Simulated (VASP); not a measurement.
Wanted: the native input for a VASP 6.6.1 run.

```
Task                   : single point
Functional             : PBE
Potentials or basis    : VASP PAW PBE potentials, release 64 (Ti_sv, Co)
Cutoff                 : 520 eV
k mesh                 : 7 × 7 × 7
Occupations            : gaussian, width 0.1 eV
Spin                   : collinear spin, ferromagnetic start
Starting moments       : [0.0, 0.6] μB
Dipole correction      : no
Further INCAR settings : ALGO = Normal; EDIFF = 1e-06; NBANDS = 22
```

The structure of TiCo lies in POSCAR:

```
TiCo
1.0
    2.9861109900      0.0000000000      0.0000000000
    0.0000000000      2.9861109900      0.0000000000
    0.0000000000      0.0000000000      2.9861109900
Ti Co
1 1
Direct
    0.0000000000      0.0000000000      0.0000000000
    0.5000000000      0.5000000000      0.5000000000
```

The input as run:

INCAR

```
  ALGO = Normal
  EDIFF = 1E-6
  ENCUT = 520
  GGA = PE
  ISIF = 2
  ISMEAR = 0
  ISPIN = 2
  LASPH = T
  LCHARG = F
  LMAXMIX = 4
  LORBIT = 11
  LREAL = F
  LWAVE = F
  MAGMOM = 0 0.6
  NBANDS = 22
  NELM = 150
  PREC = Accurate
  SIGMA = 0.1
```

KPOINTS

```
k-points
0
Gamma
  7 7 7
```

Potentials or basis: VASP PAW PBE potentials, release 64 (Ti_sv, Co).

Run with:

```bash
$ cat potpaw_PBE.64/Ti_sv/POTCAR potpaw_PBE.64/Co/POTCAR > POTCAR
$ mpirun -np 1 vasp_std > vasp.out
```

Results of the run:

| Item | Value |
| --- | --- |
| Pressure | -1.0 GPa |
| Net moment | 0.83 μB per cell |
| Site moments | Ti -0.05; Co +0.94 μB |
| Valence electrons inside the program's atomic spheres | Ti 10.28; Co 8.29 |

Wall time 12 s on 1 thread of Intel(R) Xeon(R) 6975P-C (Granite Rapids), with other jobs on the host, peak memory 0.16 GiB.
